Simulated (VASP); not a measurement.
Tl, 2 atoms in the cell. Symmetry: P6_3/mmc, No. 194, hexagonal system. Conventional cell: a = 3.542 Å, b = 3.542 Å, c = 5.249 Å, α = 90.00°, β = 90.00°, γ = 120.00°. Within 4.4 Å of Tl (site symmetry -6m2) lie 12 Tl at 3.33 to 3.54 Å.  This cell differs from its parent crystal: strain +0.025 along x and y, -0.050 along z.

```yaml
Program: VASP 6.6.1
Task: single point
Functional: PBE
Potentials_or_basis: VASP PAW PBE potentials, release 64 (Tl_d)
Cutoff: 520 eV
k_mesh: 18 × 18 × 10
Occupations: gaussian, width 0.15 eV
Spin: no spin polarisation
Dipole_correction: no
Further_INCAR_settings: ALGO = Fast; EDIFF = 1e-06; NBANDS = 20
```

Potentials or basis: VASP PAW PBE potentials, release 64 (Tl_d).

Command:

```bash
$ cat potpaw_PBE.64/Tl_d/POTCAR > POTCAR
$ mpirun -np 1 vasp_std > vasp.out
```

Hardware: 1 thread of Intel(R) Xeon(R) 6975P-C (Granite Rapids), on a shared host.

Estimate the wall time of this run.

It took 68 s on 1 thread of Intel(R) Xeon(R) 6975P-C (Granite Rapids), with other jobs on the host, peak memory 0.32 GiB. Counts: scf iterations 11, k points 222.
